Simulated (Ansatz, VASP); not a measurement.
# Two plane-wave programs on CuO

The input INCAR:

```
PREC = Accurate
ENCUT = 820
EDIFF = 1E-6
ISMEAR = 0
SIGMA = 0.1
LREAL = False
LASPH = True
NELM = 120
ALGO = Normal
ISIF = 2
LWAVE = False
LCHARG = True
GGA = PS
LELF = True
LVHAR = True
NBANDS = 33
GGA_COMPAT = False
```

Contents of KPOINTS:

```
regular mesh
0
Gamma
  4 4 2
```

The input POSCAR:

```
CuO
1.0
    2.8795009639      0.0000000000      0.0000000000
    0.0390727580      2.8792794796      0.0000000000
    0.0174953863      0.0172449008      5.1763391994
Cu O
2 2
Direct
    0.5000000000      0.0000000000      0.5000000000
    0.0000000000      0.5000000000      0.0000000000
    0.0015760300      0.9983282200      0.2501129000
    0.9984239700      0.0016717800      0.7498871000
```

Input for Ansatz:

```yaml
crystal:
  lattice:
    - [2.8795009639, 0.0, 0.0]
    - [0.039072758, 2.8792794796, 0.0]
    - [0.0174953863, 0.0172449008, 5.1763391994]
  atoms:
    - { symbol: Cu, position: [0.5, 0.0, 0.5] }
    - { symbol: Cu, position: [0.0, 0.5, 0.0] }
    - { symbol: O, position: [0.00157603, 0.99832822, 0.2501129] }
    - { symbol: O, position: [0.99842397, 0.00167178, 0.7498871] }
basis:
  ecutwfc: 420
kpoints:
  mp_grid: { grid: [4, 4, 2] }
hamiltonian:
  xc: pbesol
scf:
  occupations: { method: gaussian, width: 0.1 }
output:
  forces: true
  stress: true
  eigenvalues: true
```

Alike in both runs: task single point; functional PBEsol; k mesh 4 × 4 × 2; occupations gaussian, width 0.1 eV; no spin polarisation.

|  | VASP | Ansatz |
| --- | --- | --- |
| version | VASP 6.6.1 | Ansatz 0.2.0 |
| potentials or method | VASP PAW PBE potentials, release 64 (Cu_sv_GW, O), cutoff 820 eV | scalar-relativistic, plane waves, PAW |
| valence electrons in the cell | 50 | 50 |

```csv
,VASP,Ansatz,Ansatz less VASP
gap on the k mesh at the Fermi level (eV),none,none,-
pressure (GPa),-2.7,-2.1,+0.57
"traceless stress, the component that is largest in VASP (GPa)",-3.76,-3.81,-0.053
rms of the force components (eV/Å),0.006,0.006,+0.0001
```

VASP's potentials were made for PBE, not for PBEsol. Atom by atom the forces differ by 0.000 eV/Å (rms over components). A gap of «none» marks a metal or a gap that the smearing closes.

The k mesh is coarse, so the values compare programs but aren't converged.
